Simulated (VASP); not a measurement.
A run of VASP 6.6.1 is set up as follows.

Contents of INCAR:

```
SYSTEM = Cr
PREC = Accurate
ENCUT = 600
EDIFF = 1E-6
ISMEAR = 1
SIGMA = 0.1
LREAL = .FALSE.
LASPH = .TRUE.
NELM = 150
ALGO = Fast
ISIF = 8
LWAVE = .FALSE.
LCHARG = .FALSE.
ISPIN = 2
MAGMOM = 1 -1
LORBIT = 11
LMAXMIX = 4
GGA = PS
IBRION = 2
NSW = 80
EDIFFG = -0.01
```

Contents of KPOINTS:

```
regular mesh
0
G
  18 18 18
  0 0 0
```

File POSCAR:

```
Cr
1.0
    2.8840000000      0.0000000000      0.0000000000
    0.0000000000      2.8840000000      0.0000000000
    0.0000000000      0.0000000000      2.8840000000
Cr
2
Direct
    0.0000000000      0.0000000000      0.0000000000
    0.5000000000      0.5000000000      0.5000000000
```

Potentials or basis: VASP PAW PBE potentials, release 64 (Cr_pv).

Launch:

```sh
$ cat potpaw_PBE.64/Cr_pv/POTCAR > POTCAR
$ mpirun -np 1 vasp_std > vasp.out
```

Estimate the net moment.

0.00 μB per cell.

Estimate the relaxed volume.

11.12 Å³/atom.

What does it give for the band gap on the k mesh?

Zero (filled and empty bands overlap).

The path:
| step | energy change (eV) | largest force (eV/Å) | pressure (GPa) | volume (Å³) |
| --- | --- | --- | --- | --- |
| 1 | 0.0000 | 0.0000 | -13.43 | 23.99 |
| 2 | 0.0387 | 0.0000 | 24.11 | 20.66 |
| 3 | -0.0721 | 0.0000 | -1.65 | 22.37 |
| 4 | -0.0727 | 0.0000 | -0.30 | 22.25 |
| 5 | -0.0727 | 0.0000 | 0.26 | 22.21 |
| 6 | -0.0727 | 0.0000 | -0.32 | 22.26 |
| 7 | -0.0728 | 0.0000 | 0.00 | 22.23 |

Caveat: the PAW data sets were made with another functional, which shifts forces and pressure a little.
